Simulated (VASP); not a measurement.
# Ga5Mo (P4/mmm) in VASP: notebook, part 2 of 2

VASP 6.6.1. Earlier steps stand in the parts before.

## 3. Single point, PBE

This run uses another cell than the first one, of 16.48 Å³/atom.

Input file INCAR:

```
SYSTEM = Ga5Mo
ALGO     = Fast           ! electronic algorithm
EDIFF    = 1E-7           ! SCF threshold, eV
ENCUT    = 520            ! plane-wave cutoff, eV
GGA      = PE             ! functional
ISIF     = 2              ! what is computed and relaxed
ISMEAR   = 0              ! smearing method
LASPH    = .True.         ! aspherical terms in the spheres
LCHARG   = .False.        ! write CHGCAR
LREAL    = .False.        ! projectors in reciprocal space
LWAVE    = .False.        ! write WAVECAR
NBANDS   = 48             ! bands
NELM     = 100            ! most SCF steps
PREC     = Accurate       ! precision mode
SIGMA    = 0.1            ! smearing width, eV
```

Input file KPOINTS:

```
k-points
0
Gamma
  10 10 4
  0 0 0
```

Input file POSCAR:

```
Ga5Mo
1.0
    3.5077540001      0.0000000000      0.0000000000
    0.0000000000      3.5077540001      0.0000000000
    0.0000000000      0.0000000000      8.0377380302
Ga Mo
5 1
Direct
    0.5000000000      0.5000000000      0.1582240702
    0.0000000000      0.0000000000      0.3299442918
    0.5000000000      0.5000000000      0.8417759298
    0.0000000000      0.0000000000      0.6700557082
    0.5000000000      0.5000000000      0.5000000000
    0.0000000000      0.0000000000      0.0000000000
```

Potentials or basis: VASP PAW PBE potentials, release 64 (Ga_d, Mo_sv).

On the command line:

```
> cat potpaw_PBE.64/Ga_d/POTCAR potpaw_PBE.64/Mo_sv/POTCAR > POTCAR
> mpirun -np 1 vasp_std > vasp.out
```

It took 11 min on 1 thread of Intel Xeon 8259CL, shared host; peak memory 0.37 GiB.

Results (log left out):

```yaml
Free_energy: -25.5520 eV
Pressure: 0.3 GPa
Largest_force: 0.007 eV/Å
Band_gap_on_the_k_mesh: zero (an odd number of electrons rules out a gap without spin polarisation)
```

Forces in eV/Å, atoms in the order of the input:
```
Ga   0.000  0.000  0.005
Ga   0.000  0.000  0.007
Ga   0.000  0.000 -0.005
Ga   0.000  0.000 -0.007
Ga   0.000  0.000  0.000
Mo   0.000  0.000  0.000
```

Stress tensor (GPa, compression positive):
```
0.21 0.00 0.00
0.00 0.21 0.00
0.00 0.00 0.34
```

Levels at points of the mesh, in eV from the Fermi level:
| k point | band 35 | band 36 | band 37 | band 38 | band 39 | band 40 | band 41 | band 42 | band 43 | band 44 |
| --- | --- | --- | --- | --- | --- | --- | --- | --- | --- | --- |
| (0.00, 0.00, 0.00) | -1.50 | -0.85 | -0.85 | 0.15 | 0.15 | 0.59 | 0.75 | 2.40 | 2.72 | 3.72 |
| (0.50, 0.00, 0.00) | -4.54 | -1.99 | -1.34 | -1.23 | 0.08 | 1.01 | 1.73 | 2.13 | 3.69 | 3.98 |
| (0.50, 0.50, 0.00) | -3.82 | -3.61 | -3.61 | -3.32 | -1.77 | -0.87 | -0.87 | 1.13 | 1.13 | 1.71 |
| (0.00, 0.00, 0.50) | -1.08 | -1.08 | -0.98 | 0.56 | 0.59 | 1.33 | 1.33 | 1.54 | 1.54 | 3.07 |
| (0.50, 0.00, 0.50) | -3.22 | -2.65 | -2.55 | -1.33 | 0.05 | 0.50 | 1.65 | 1.97 | 3.78 | 4.23 |
| (0.50, 0.50, 0.50) | -4.36 | -3.04 | -3.04 | -1.81 | -1.72 | -1.72 | -1.13 | 0.51 | 1.34 | 1.71 |

## 4. Single point, PBE

This run uses another cell than the first one, of 16.48 Å³/atom.

Input file INCAR:

```
ALGO = Fast ; EDIFF = 1E-6
ENCUT = 520 ; GGA = PE
ISIF = 2 ; ISMEAR = 0
LASPH = True ; LCHARG = False
LREAL = False ; LWAVE = False
NBANDS = 48 ; NELM = 80
PREC = Accurate ; SIGMA = 0.1
```

Input file KPOINTS:

```
k-points
0
Gamma
  10 10 4
```

Input file POSCAR:

```
Ga5Mo
1.0
    3.5074967293      0.0000000000      0.0000000000
    0.0000000000      3.5074967293      0.0000000000
    0.0000000000      0.0000000000      8.0384569516
Ga Mo
5 1
Direct
    0.5000000000      0.5000000000      0.1581895650
    0.0000000000      0.0000000000      0.3299400056
    0.5000000000      0.5000000000      0.8418104350
    0.0000000000      0.0000000000      0.6700599944
    0.5000000000      0.5000000000      0.5000000000
    0.0000000000      0.0000000000      0.0000000000
```

On the command line:

```
> cat potpaw_PBE.64/Ga_d/POTCAR potpaw_PBE.64/Mo_sv/POTCAR > POTCAR
> mpirun -np 1 vasp_std > vasp.out
```

Run time: 8 min. Hardware: 1 thread of Intel Xeon 8259CL, shared host; peak memory 0.37 GiB.

It converged, with:

- Free energy: -25.5520 eV
- Pressure: 0.3 GPa
- Largest force: 0.008 eV/Å
- Band gap on the k mesh: zero (an odd number of electrons rules out a gap without spin polarisation)

Forces in eV/Å, atoms in the order of the input:
```
Ga   0.000  0.000  0.008
Ga   0.000  0.000  0.008
Ga   0.000  0.000 -0.008
Ga   0.000  0.000 -0.008
Ga   0.000  0.000  0.000
Mo   0.000  0.000  0.000
```

Stress tensor (GPa, compression positive):
```
0.22 0.00 0.00
0.00 0.22 0.00
0.00 0.00 0.33
```

Levels at points of the mesh, in eV from the Fermi level:
```csv
k point,band 36,band 37,band 38,band 39,band 40,band 41,band 42,band 43
"(0.00, 0.00, 0.00)",-0.85,-0.85,0.15,0.15,0.59,0.75,2.40,2.72
"(0.50, 0.00, 0.00)",-1.99,-1.34,-1.23,0.08,1.01,1.73,2.13,3.69
"(0.50, 0.50, 0.00)",-3.61,-3.61,-3.32,-1.77,-0.87,-0.87,1.12,1.12
"(0.00, 0.00, 0.50)",-1.08,-0.98,0.56,0.59,1.33,1.33,1.54,1.54
"(0.50, 0.00, 0.50)",-2.65,-2.55,-1.33,0.05,0.50,1.65,1.97,3.78
"(0.50, 0.50, 0.50)",-3.04,-3.04,-1.81,-1.72,-1.72,-1.13,0.51,1.34
```

## 5. Single point, PBE (18.13 Å³/atom)

This run uses another cell than the first one, of 18.13 Å³/atom.

Input file INCAR:

```
  PREC = Accurate
  ENCUT = 520
  EDIFF = 1E-6
  ISMEAR = 0
  SIGMA = 0.1
  LREAL = False
  LASPH = True
  NELM = 60
  ALGO = Fast
  ISIF = 2
  LWAVE = False
  LCHARG = False
  GGA = PE
  NBANDS = 48
```

Input file KPOINTS:

```
Automatic mesh
0
Gamma
  10 10 4
```

Input file POSCAR:

```
Ga5Mo
1.0
    3.6245309808      0.0000000000      0.0000000000
    0.0000000000      3.6245309808      0.0000000000
    0.0000000000      0.0000000000      8.2809689668
Ga Mo
5 1
Direct
    0.5000000000      0.5000000000      0.1542544078
    0.0000000000      0.0000000000      0.3261179861
    0.5000000000      0.5000000000      0.8457455922
    0.0000000000      0.0000000000      0.6738820139
    0.5000000000      0.5000000000      0.5000000000
    0.0000000000      0.0000000000      0.0000000000
```

On the command line:

```
> cat potpaw_PBE.64/Ga_d/POTCAR potpaw_PBE.64/Mo_sv/POTCAR > POTCAR
> mpirun -np 1 vasp_std > vasp.out
```

Run time: 10 min. Hardware: 1 thread of Intel Xeon 8259CL, shared host; peak memory 0.39 GiB.

The run converged. Its results:

| Item | Value |
| --- | --- |
| Free energy | -25.3236 eV |
| Pressure | -6.9 GPa |
| Largest force | 0.009 eV/Å |
| Band gap on the k mesh | zero (an odd number of electrons rules out a gap without spin polarisation) |

Forces in eV/Å, atoms in the order of the input:
```
Ga   0.000  0.000  0.007
Ga   0.000  0.000  0.009
Ga   0.000  0.000 -0.007
Ga   0.000  0.000 -0.009
Ga   0.000  0.000  0.000
Mo   0.000  0.000  0.000
```

Stress tensor (GPa, compression positive):
```
-6.94  0.00  0.00
 0.00 -6.94  0.00
 0.00  0.00 -6.82
```

Levels at points of the mesh, in eV from the Fermi level:
| k point | band 37 | band 38 | band 39 | band 40 | band 41 | band 42 |
| --- | --- | --- | --- | --- | --- | --- |
| (0.00, 0.00, 0.00) | -0.79 | 0.26 | 0.26 | 0.45 | 0.46 | 2.00 |
| (0.50, 0.00, 0.00) | -1.30 | -1.01 | 0.01 | 0.81 | 1.45 | 1.84 |
| (0.50, 0.50, 0.00) | -3.24 | -3.24 | -1.62 | -0.81 | -0.81 | 1.14 |
| (0.00, 0.00, 0.50) | -0.94 | 0.01 | 0.45 | 1.37 | 1.37 | 1.39 |
| (0.50, 0.00, 0.50) | -2.27 | -1.29 | -0.01 | 0.32 | 1.40 | 1.62 |
| (0.50, 0.50, 0.50) | -2.80 | -1.57 | -1.48 | -1.46 | -1.46 | 0.49 |

Caveat: the cell stands under tension.

## 6. Summary

```csv
task,cell,k mesh,cutoff (eV),smearing,gap on the mesh (eV),pressure (GPa),largest force (eV/Å)
relaxation of cell and atoms,"relaxed from a = 3.280, b = 3.280, c = 9.830 Å, 6 atoms, atomic positions A",5 × 5 × 2,600,gaussian 0.2 eV,none,0.1,0.04
single point,"a = 3.508, b = 3.508, c = 8.038 Å, 6 atoms, atomic positions B",10 × 10 × 4,520,gaussian 0.1 eV,none,0.3,0.01
single point,"a = 3.507, b = 3.507, c = 8.038 Å, 6 atoms, atomic positions B",10 × 10 × 4,520,gaussian 0.1 eV,none,0.3,0.01
single point,"a = 3.625, b = 3.625, c = 8.281 Å, 6 atoms, atomic positions C",10 × 10 × 4,520,gaussian 0.1 eV,none,-6.9,0.01
```

Alike in all rows: level PBE; potentials or basis VASP PAW PBE potentials, release 64 (Ga_d, Mo_sv); no spin polarisation.

Caveats: some runs use coarse meshes; a cell axis changed by over 15 % at a fixed basis, so the end point is rough (at least some runs); the relaxation stopped at a loose force limit of 0.08 eV/Å, so its end isn't a converged minimum (at least some runs); the cell stands under tension (at least some runs).

Total energies depend on the potentials used, so only differences within one code and one set of settings carry meaning.
